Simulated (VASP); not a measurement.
# TiB2 (P1) in VASP: relaxation of cell and atoms with PBE

Aim: the relaxation of cell and atoms of TiB2 with PBE.

All numbers are computed with VASP 6.6.1; they aren't measurements. Logs are shortened: lines on timing, memory, paths and dates and some standing lists are left out, and cuts for length are marked.

## Step 1: The cell of the first run

The typed cell holds 6 atoms: a = 3.040 Å, b = 3.137 Å, c = 5.234 Å, α = 91.57°, β = 91.03°, γ = 88.99°.

## Step 2: Relaxation of cell and atoms, PBE

Contents of INCAR:

```
SYSTEM = TiB2
PREC = Accurate
ENCUT = 600
EDIFF = 1E-6
ISMEAR = 0
SIGMA = 0.2
LREAL = .False.
LASPH = .True.
NELM = 60
ALGO = Normal
ISIF = 3
LWAVE = .False.
LCHARG = .False.
GGA = PE
IBRION = 2
NSW = 80
EDIFFG = -0.025
```

Contents of KPOINTS:

```
Automatic mesh
0
Gamma
  8 6 4
  0 0 0
```

Contents of POSCAR:

```
TiB2
1.0
   -3.0397434247      0.0271346390     -0.0261457370
   -0.0278051722      0.0433164721     -3.1366299870
    0.0469985734     -5.2336906003      0.0705486984
Ti B
2 4
Direct
    0.9700170762      0.0456917112      0.9802231753
    0.4750905398      0.0315195936      0.5357527503
    0.0708822754      0.4781915734      0.7084599959
    0.5067963696      0.4963611842      0.1434129316
    0.5195337548      0.5189348479      0.7922284178
   -0.0423200157      0.4293010898      0.3399227290
```

Potentials or basis: VASP PAW PBE potentials, release 64 (Ti_sv, B).

The run is started by

```bash
$ cat potpaw_PBE.64/Ti_sv/POTCAR potpaw_PBE.64/B/POTCAR > POTCAR
$ mpirun -np 1 vasp_std > vasp.out
```

OUTCAR:

```text
SYSTEM = TiB2
   PREC = Accurate
   ENCUT = 600
   EDIFF = 1E-6
   ISMEAR = 0
   LREAL = .False.
   LASPH = .True.
   NELM = 60
   ISIF = 3
   GGA = PE
   IBRION = 2
   NSW = 80
   EDIFFG = -0.025

 ion  position               nearest neighbor table
   1  0.970  0.046  0.980-   3 2.02   4 2.15   6 2.21   5 2.24   3 2.27   4 2.31   5 2.35   4 2.43
                             5 2.49   4 2.51   5 2.52   2 2.75   2 2.81
   2  0.475  0.032  0.536-   5 2.01   3 2.05   5 2.12   6 2.22   6 2.24   3 2.35   3 2.45   1 2.75
                             1 2.81
   3  0.071  0.478  0.708-   5 1.43   5 1.74   6 1.96   1 2.02   2 2.05   1 2.27   2 2.35   2 2.45

   4  0.507  0.496  0.143-   6 1.71   5 1.84   6 1.99   1 2.15   1 2.31   1 2.43   1 2.51
   5  0.520  0.519  0.792-   3 1.43   3 1.74   4 1.84   2 2.01   2 2.12   1 2.24   1 2.35   1 2.49
                             1 2.52
   6  0.958  0.429  0.340-   4 1.71   3 1.96   4 1.99   1 2.21   2 2.22   2 2.24

  LATTYP: Found a triclinic cell.
 ALAT       =     4.4065823530
 B/A-ratio  =     0.6898718159
 C/A-ratio  =     1.8291143275
 COS(alpha) =     0.0019870701
 COS(beta)  =     0.5428728402
 COS(gamma) =     0.7023909716

  Lattice vectors:

 A1 = (   3.0675485969,  -0.0704511111,   3.1627757240)
 A2 = (   3.0397434247,  -0.0271346390,   0.0261457370)
 A3 = (   0.0086117710,   5.1470576561,   6.2027112756)

Analysis of symmetry for initial positions (statically):
=====================================================================
 Subroutine PRICEL returns:
 Original cell was already a primitive cell.

 Routine SETGRP: Setting up the symmetry group for a
 triclinic supercell.

 Subroutine GETGRP returns: Found  1 space group operations
 (whereof  1 operations were pure point group operations)
 out of a pool of  2 trial point group operations.

The static configuration has the point symmetry C_1 .

Analysis of symmetry for dynamics (positions and initial velocities):
=====================================================================
 Subroutine PRICEL returns:
 Original cell was already a primitive cell.

 Routine SETGRP: Setting up the symmetry group for a
 triclinic supercell.

 Subroutine GETGRP returns: Found  1 space group operations
 (whereof  1 operations were pure point group operations)
 out of a pool of  2 trial point group operations.

The dynamic configuration has the point symmetry C_1 .

 Subroutine INISYM returns: Found  1 space group operations
 (whereof  1 operations are pure point group operations),
 and found     1 'primitive' translations

----------------------------------------------------------------------------------------

                                     Primitive cell

  volume of cell :      49.8839

  direct lattice vectors                    reciprocal lattice vectors
    -3.039743425  0.027134639 -0.026145737    -0.329025904 -0.002915881  0.002876436
    -0.027805172  0.043316472 -3.136629987     0.002704768 -0.004274348 -0.318896510
     0.046998573 -5.233690600  0.070548698    -0.001683485 -0.191120253 -0.002624424

  length of vectors
     3.039976970  3.137052298  5.234377067     0.329051397  0.318936624  0.191145685

  position of ions in fractional coordinates (direct lattice)
     0.970017076  0.045691711  0.980223175
     0.475090540  0.031519594  0.535752750
     0.070882275  0.478191573  0.708459996
     0.506796370  0.496361184  0.143412932
     0.519533755  0.518934848  0.792228418
     0.957679984  0.429301090  0.339922729

  ion indices of the primitive-cell ions
   primitive index   ion index
                 1           1
                 2           2
                 3           3
                 4           4
                 5           5
                 6           6

----------------------------------------------------------------------------------------

 KPOINTS: Automatic mesh

Automatic generation of k-mesh.
 Grid dimensions read from file:
 generate k-points for:    8    6    4

 Generating k-lattice:

  Cartesian coordinates                     Fractional coordinates (reciprocal lattice)
    -0.041128238 -0.000364485  0.000359555     0.125000000  0.000000000  0.000000000
     0.000450795 -0.000712391 -0.053149418     0.000000000  0.166666667 -0.000000000
    -0.000420871 -0.047780063 -0.000656106     0.000000000 -0.000000000  0.250000000

  Length of vectors
     0.041131425  0.053156104  0.047786421

  Shift w.r.t. Gamma in fractional coordinates (k-lattice)
     0.000000000  0.000000000  0.000000000

 Subroutine IBZKPT returns following result:
 ===========================================

 Found    100 irreducible k-points:

 Following reciprocal coordinates:
            Coordinates               Weight
  0.000000  0.000000  0.000000      1.000000
  0.125000  0.000000 -0.000000      2.000000
  0.250000  0.000000 -0.000000      2.000000
  0.375000  0.000000 -0.000000      2.000000
  0.500000  0.000000 -0.000000      1.000000
  0.000000  0.166667  0.000000      2.000000
[... 16 lines left out ...]
  0.125000  0.500000 -0.000000      2.000000
  0.250000  0.500000 -0.000000      2.000000
 [... further k-points ...]
   k-points           NKPTS =    100   k-points in BZ     NKDIM =    100   number of bands    NBANDS=     22
   number of dos      NEDOS =    301   number of ions     NIONS =      6
   total plane-waves  NPLWV =  28224
   dimension x,y,z NGX =    24 NGY =   28 NGZ =   42
   dimension x,y,z NGXF=    48 NGYF=   56 NGZF=   84
   ions per type =               2   4
   NGX,Y,Z   is equivalent  to a cutoff of  13.12, 14.84, 13.34 a.u.
   NGXF,Y,Z  is equivalent  to a cutoff of  26.25, 29.68, 26.68 a.u.
 SYSTEM =  TiB2
   PREC   = accura    normal or accurate (medium, high low for compatibility)
   ISTART =      0    job   : 0-new  1-cont  2-samecut
   ICHARG =      2    charge: 1-file 2-atom 10-const
   ISPIN  =      1    spin polarized calculation?
   LNONCOLLINEAR =      F non collinear calculations
   LSORBIT =      F    spin-orbit coupling
   LASPH  =      T    aspherical Exc in radial PAW
   ENCUT  =  600.0 eV  44.10 Ry    6.64 a.u.   6.07  6.27 10.45*2*pi/ulx,y,z
   NELM   =     60;   NELMIN=  2; NELMDL= -5     # of ELM steps
   EDIFF  = 0.1E-05   stopping-criterion for ELM
   LREAL  =      F    real-space projection
   EDIFFG = -.3E-01   stopping-criterion for IOM
   NSW    =     80    number of steps for IOM
   IBRION =      2    ionic relax: 0-MD 1-quasi-New 2-CG
   NFREE  =      1    steps in history (QN), initial steepest desc. (CG)
   ISIF   =      3    stress and relaxation
   ISYM   =      2    0-nonsym 1-usesym 2-fastsym
   POTIM  = 0.5000    time-step for ionic-motion
   TEBEG  =    0.0;   TEEND  =   0.0 temperature during run
   PSTRESS=    0.0 pullay stress
   NELECT =      36.0000    total number of electrons
   NUPDOWN=      -1.0000    fix difference up-down
   EMIN   =  10.00;   EMAX   =-10.00  energy-range for DOS
   EFERMI =   0.00;   METHOD = LEGACY
   ISMEAR =     0;   SIGMA  =   0.20  broadening in eV -4-tet -1-fermi 0-gaus
   EFERMI_NEDOS =   21; number of points for ismear=-14 and -15
   IALGO  =     38    algorithm
   IMIX   =      4    mixing-type and parameters
     AMIX     =   0.40;   BMIX     =  1.00
     AMIX_MAG =   1.60;   BMIX_MAG =  1.00
  volume/ion in A,a.u.               =       8.31        56.11
  Fermi-wavevector in a.u.,A,eV,Ry     =   1.468438  2.774945 29.338370  2.156309
  Thomas-Fermi vector in A             =   2.583935
   LORBIT       =      0    0 simple, 1 ext, 2 COOP (PROOUT), +10 PAW based schemes
   GGA     = PE    functional components
   LHFCALC =     F    Hartree Fock is set to
   AEXX    =    0.0000 exact exchange contribution
   IVDW    =     0    specifies the selected vdW correction
   LEPSILON=     F    determine dielectric tensor
   LRPA    =     F    only Hartree local field effects (RPA)
 conjugate gradient relaxation of ions
 non-spin polarized calculation
 Gauss-broadening in eV      SIGMA  =   0.20
  energy-cutoff  :      600.00
  volume of cell :       49.88
 maximum number of plane-waves:      1686
   NGX = 13   NGY = 13   NGZ = 21

--------------------------------------- Ionic step        1  -------------------------------------------

 number of electron      35.9999999 magnetization

 Free energy of the ion-electron system (eV)
  ---------------------------------------------------
  ext. energy  EPLUGINS =         0.00000000
  ---------------------------------------------------
  free energy    TOTEN  =       -44.73383497 eV

  energy without entropy =      -44.71783787  energy(sigma->0) =      -44.72583642

------------------------ aborting loop because EDIFF is reached ----------------------------------------

  FORCE on cell =-STRESS in cart. coord.  units (eV):
  Direction    XX          YY          ZZ          XY          YZ          ZX
  --------------------------------------------------------------------------------------
  -------------------------------------------------------------------------------------
  Total        9.9193377      8.7297170     10.1730389      2.4120810      2.6786419     -2.2726194
  in kB      318.5905350    280.3821461    326.7389402     77.4715192     86.0329572    -72.9922751
  external PRESSURE =     308.5705404 kB  Pullay stress =       0.0000000 kB
[... 101 lines left out ...]
  FREE ENERGIE OF THE ION-ELECTRON SYSTEM (eV)
  ---------------------------------------------------
  free  energy   TOTEN  =       -47.7756994528 eV

  energy  without entropy=      -47.7562341077  energy(sigma->0) =      -47.76596678

 E-fermi :  10.0717     XC(G=0): -12.8169

 val. band max:        9.9859142933   @ k =   0.0000   0.5000  -0.0000
 cond. band min:      10.0748302050   @ k =   0.1250   0.5000  -0.0000
 fundamental gap:      0.0889159116
 Fermi energy:        10.0717231355

 k-point     1 :       0.0000    0.0000    0.0000
  band No.  band energies     occupation
      1     -46.8271      2.00000
      2     -46.7709      2.00000
      3     -23.2807      2.00000
      4     -23.1825      2.00000
      5     -23.1115      2.00000
      6     -22.9461      2.00000
[... 589 lines left out ...]
     21      12.3756      0.00000
     22      12.6310      0.00000

 [... further k-points ...]

[... ionic steps 4 to 10 ...]

--------------------------------------- Ionic step       11  -------------------------------------------

 number of electron      35.9999999 magnetization

------------------------ aborting loop because EDIFF is reached ----------------------------------------

  FORCE on cell =-STRESS in cart. coord.  units (eV):
  Direction    XX          YY          ZZ          XY          YZ          ZX
  --------------------------------------------------------------------------------------
  -------------------------------------------------------------------------------------
  Total       -0.1346508      0.2385243      0.0346176     -0.0032435      0.0413469      0.0134846
  in kB       -4.2004092      7.4407245      1.0798898     -0.1011790      1.2898077      0.4206490
  external PRESSURE =       1.4400684 kB  Pullay stress =       0.0000000 kB
[... 65 lines left out ...]
  energy  without entropy=      -48.8442757324  energy(sigma->0) =      -48.85100433

--------------------------------------- Ionic step       13  -------------------------------------------

 number of electron      35.9999999 magnetization

 Free energy of the ion-electron system (eV)
  ---------------------------------------------------
  ext. energy  EPLUGINS =         0.00000000
  ---------------------------------------------------
  free energy    TOTEN  =       -48.85841909 eV

  energy without entropy =      -48.84515975  energy(sigma->0) =      -48.85178942

 E-fermi :   9.9426     XC(G=0): -12.7617

 val. band max:        9.9232923482   @ k =   0.1250   0.5000  -0.0000
 cond. band min:      10.0096991016   @ k =  -0.3750   0.1667   0.0000
 fundamental gap:      0.0864067534
 Fermi energy:         9.9425645851

 k-point     1 :       0.0000    0.0000    0.0000
  band No.  band energies     occupation
      1     -46.9813      2.00000
      2     -46.9277      2.00000
      3     -23.4205      2.00000
      4     -23.3305      2.00000
      5     -23.2623      2.00000
      6     -23.1126      2.00000
[... 624 lines left out ...]
  FREE ENERGIE OF THE ION-ELECTRON SYSTEM (eV)
  ---------------------------------------------------
  free  energy   TOTEN  =       -48.8584190886 eV

  energy  without entropy=      -48.8451597530  energy(sigma->0) =      -48.85178942

 reached required accuracy - stopping structural energy minimisation
```

It took 14 min on 1 thread of Intel Xeon Platinum 8259CL at 2.50GHz (Skylake/Cascade Lake), shared host; peak memory 0.26 GiB.

What came out:

```yaml
Free_energy: -48.8584 eV
Relaxed_volume: 8.56 Å³/atom
Relaxed_cell: a = 3.029 Å, b = 3.228 Å, c = 5.255 Å, α = 89.99°, β = 90.01°, γ = 90.01°
Space_group_after_relaxing_to_0.05_Å: P6/mmm (No. 191)
Energy_gained_by_relaxing: 687.4 meV/atom
Ionic_steps: 13
Pressure_after_relaxing: 0.1 GPa
Largest_force_after_relaxing: 0.024 eV/Å
Band_gap_on_the_k_mesh: zero (band 18 reaches 10.16 eV, above the bottom of band 19 at 9.78 eV)
```

Forces on the atoms (eV/Å):
```
Ti  -0.014  0.018  0.006
Ti   0.005 -0.014  0.005
B   -0.002 -0.007 -0.008
B   -0.003  0.017 -0.003
B    0.008  0.006  0.011
B    0.005 -0.020 -0.011
```

The path:
```
step  energy change (eV)  largest force (eV/Å)  pressure (GPa)  volume (Å³)
   1              0.0000               10.5488           30.86        49.88
   2             -1.5825                3.6723          -23.72        62.29
   3             -3.0419                4.2094          -12.85        55.51
   4             -3.0488                4.1666          -12.12        55.31
   5             -3.8588                2.1032           -2.17        52.14
   6             -3.8762                1.9281           -4.27        52.53
   7             -4.0687                0.5894            3.74        50.73
   8             -4.0689                0.5625            3.47        50.79
   9             -4.1154                0.3010           -0.94        51.59
  10             -4.1157                0.3083           -1.28        51.66
  11             -4.1239                0.0905            0.14        51.36
  12             -4.1239                0.0898            0.15        51.36
  13             -4.1246                0.0238            0.06        51.38
```

Final structure:
```yaml
crystal:
  lattice:
    - [-3.02910, 0.00023, 0.00061]
    - [-0.00034, 0.00016, -3.22780]
    - [0.00036, -5.25537, -0.00078]
  atoms:
    - { symbol: Ti, position: [0.99974, 0.00014, 0.00014] }
    - { symbol: Ti, position: [0.50013, 0.00002, 0.49991] }
    - { symbol: B, position: [0.00004, 0.49983, 0.66661] }
    - { symbol: B, position: [0.49993, 0.49996, 0.16678] }
    - { symbol: B, position: [0.50010, 0.50035, 0.83338] }
    - { symbol: B, position: [0.00006, 0.49971, 0.33319] }
```

Levels at points of the mesh, in eV from the Fermi level:
| k point | band 16 | band 17 | band 18 | band 19 | band 20 | band 21 |
| --- | --- | --- | --- | --- | --- | --- |
| (0.00, 0.00, 0.00) | -2.27 | -2.22 | -2.07 | 1.38 | 1.92 | 1.92 |
| (0.50, 0.00, 0.00) | -2.72 | -0.35 | -0.34 | 0.32 | 0.32 | 1.13 |
| (0.00, 0.50, 0.00) | -0.52 | -0.51 | -0.15 | -0.14 | 0.46 | 0.48 |
| (0.50, 0.50, 0.00) | -4.03 | -2.70 | -2.70 | 2.44 | 2.44 | 3.19 |
| (0.00, 0.00, 0.50) | -2.81 | -1.79 | -1.79 | 1.64 | 1.64 | 2.12 |
| (0.50, 0.00, 0.50) | -3.17 | -2.22 | -2.22 | 1.37 | 1.37 | 2.77 |
| (0.00, 0.50, 0.50) | -3.45 | -1.37 | -1.36 | 1.52 | 1.53 | 2.08 |
| (0.50, 0.50, 0.50) | -3.78 | -3.10 | -3.10 | 2.52 | 2.52 | 2.95 |

PBE usually gives volumes a little too large and moduli too small. Zero-point motion and thermal expansion aren't in these numbers.
